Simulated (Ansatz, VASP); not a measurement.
## Sn3Br2: VASP beside Ansatz

```xyz
5
Lattice="4.5702 0.0000 0.0000 -2.2851 3.9579 0.0000 0.0000 0.0000 11.9286" Properties=species:S:1:pos:R:3 pbc="T T T"
Sn    0.0000    0.0000    0.0000
Sn    0.0000    2.6386    6.4438
Sn    2.2851    1.3193    5.4848
Br    0.0000    2.6386    1.5572
Br    2.2851    1.3193   10.3714
```

Alike in both runs: functional PBE; k mesh 6 × 6 × 4; occupations gaussian, width 0.1 eV; no spin polarisation.

Ansatz relaxed the structure, and its values are those at the end. VASP's run is a single point on that final structure, the one shown.

|  | VASP | Ansatz |
| --- | --- | --- |
| version | VASP 6.6.1 | Ansatz 0.2.0 |
| potentials or method | VASP PAW PBE potentials, release 64 (Sn_d, Br), cutoff 500 eV | scalar-relativistic, plane waves, PAW |
| valence electrons in the cell | 56 | 56 |

|  | VASP | Ansatz | Ansatz less VASP |
| --- | --- | --- | --- |
| gap on the k mesh at the Fermi level (eV) | none | none | - |
| pressure (GPa) | 0.0 | 0.0 | +0.02 |

A gap of «none» marks a metal or a gap that the smearing closes.
